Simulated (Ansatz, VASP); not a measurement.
GaAs in VASP and in Ansatz

INCAR

```
  PREC = Accurate
  ENCUT = 600
  EDIFF = 1E-6
  ISMEAR = 0
  SIGMA = 0.01
  LREAL = F
  LASPH = T
  NELM = 60
  ALGO = Normal
  ISIF = 3
  LWAVE = F
  LCHARG = F
  IBRION = 2
  NSW = 80
  EDIFFG = -0.001
```

File KPOINTS:

```
regular mesh
0
Gamma
  12 12 12
```

The input POSCAR:

```
GaAs
1.0
    0.0000000000      2.8015378572      2.8015378572
    2.8015378572      0.0000000000      2.8015378572
    2.8015378572      2.8015378572      0.0000000000
Ga As
1 1
Direct
    0.0000000000      0.0000000000      0.0000000000
    0.7500000000      0.7500000000      0.7500000000
```

Input for Ansatz:

```yaml
crystal:
  lattice:
    - [0.0, 2.8015378569, 2.8015378569]
    - [2.8015378569, 0.0, 2.8015378569]
    - [2.8015378569, 2.8015378569, 0.0]
  atoms:
    - { symbol: Ga, position: [0.0, 0.0, 0.0] }
    - { symbol: As, position: [0.75, 0.75, 0.75] }
basis:
  ecutwfc: 600.0
kpoints:
  mp_grid: { grid: [12, 12, 12] }
hamiltonian:
  xc: lda
  pseudopotentials: { kind: paw, azcp: { folder: soft_1 } }
scf:
  occupations: { method: fixed }
output:
  forces: true
  stress: true
  eigenvalues: true
relax:
  adjacent_minimum: "off"
  f_tol: 0.001
  max_steps: 60
  cell: { stress_tol: 0.01 }
```

Alike in both runs: task relaxation of cell and atoms; functional LDA; k mesh 12 × 12 × 12; no spin polarisation.

|  | VASP | Ansatz |
| --- | --- | --- |
| version | VASP 6.6.1 | Ansatz 0.2.0 |
| potentials or method | VASP PAW LDA potentials, release 64 (Ga_d, As), cutoff 600 eV | scalar-relativistic, plane waves, PAW |
| occupations | gaussian, width 0.01 eV | fixed |
| valence electrons in the cell | 18 | 28 |

```csv
,VASP,Ansatz,Ansatz less VASP
"gap on the k mesh at the Fermi level, each at its own relaxed structure (eV)",0.51,0.49,-0.016
relaxed volume (Å³/atom),22.07,21.99,-0.086
relaxed cell length with the largest relative difference (Å),3.967,3.962,-0.0051
```

Ansatz warns that its potentials were made for another functional, while VASP's fit it. LDA's correlation is that of Perdew and Zunger in VASP and of Perdew and Wang (1992) in Ansatz. VASP's potentials hold 18 valence electrons a cell and Ansatz's 28, so a difference there can come from the potentials and not from the codes.
